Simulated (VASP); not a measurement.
A run of VASP 6.6.1:

The input INCAR:

```
SYSTEM = H14CO8
PREC = Accurate ; ENCUT = 520
EDIFF = 1E-6 ; ISMEAR = -1
SIGMA = 0.05 ; LREAL = Auto
LASPH = .TRUE. ; NELM = 80
ALGO = Normal ; ISIF = 2
LWAVE = .FALSE. ; LCHARG = .FALSE.
GGA = PE ; IVDW = 12
NBANDS = 50
```

KPOINTS

```
regular mesh
0
G
  1 1 1
  0 0 0
```

Contents of POSCAR:

```
H14CO8
1.0
    5.4111990000      0.0000000000      0.0000000000
    0.0000000000      5.4111990000      0.0000000000
    0.0000000000      0.0000000000      5.4111990000
O H C
8 14 1
Direct
    0.5432252630      0.0734218054      0.5724054872
    0.0516151781      0.8943674036      0.3590331828
    0.3848869724      0.4938092279      0.3662958986
    0.8807844620      0.3318488195      0.3973241420
    0.4488653993      0.8407194043      1.0525208923
    0.2708272233      0.2773507313      0.8954946954
    0.7855745095      0.5293096779      0.9267631813
    0.8798789326      0.9236769891      0.8210195190
    0.6645107674     -0.0203282119      0.6977566340
    0.6912331260      0.1822146996      0.5080389762
    0.2003437685      0.9463891459      0.2739503759
    0.0590442155      0.9934027560      0.5066714419
    0.2219655939      0.4875629227      0.4321223448
    0.3637641122      0.3065494357      0.0597279827
    0.7621231450      0.4577174116      0.3604746379
    0.8957903784      0.2412773953      0.2499815660
    0.5738654224      0.9680479317      1.0435579989
    0.3745935051      0.6555109136      1.3011164439
    0.1191972426      0.1723832371      0.9225681776
    0.4458161675      0.1610918394      0.7034854937
    0.5297162422      0.6881469338      0.9892447127
    1.1354415168      0.6403386754      0.8329392432
    0.9344139811      0.6965554215      0.8580907854
```

Potentials or basis: VASP PAW PBE potentials, release 64 (O, H, C).

The run is started by

```console
$ cat potpaw_PBE.64/O/POTCAR potpaw_PBE.64/H/POTCAR potpaw_PBE.64/C/POTCAR > POTCAR
$ mpirun -np 1 vasp_gam > vasp.out
```

Hardware: 1 thread of Intel(R) Xeon(R) Platinum 8259CL CPU @ 2.50GHz (Skylake/Cascade Lake), with other jobs on the host.

Estimate the wall time of this run.

Run time: 24 s on 1 thread of Intel(R) Xeon(R) Platinum 8259CL CPU @ 2.50GHz (Skylake/Cascade Lake), with other jobs on the host, peak memory 0.26 GiB. Counts: scf iterations 15, k points 1.
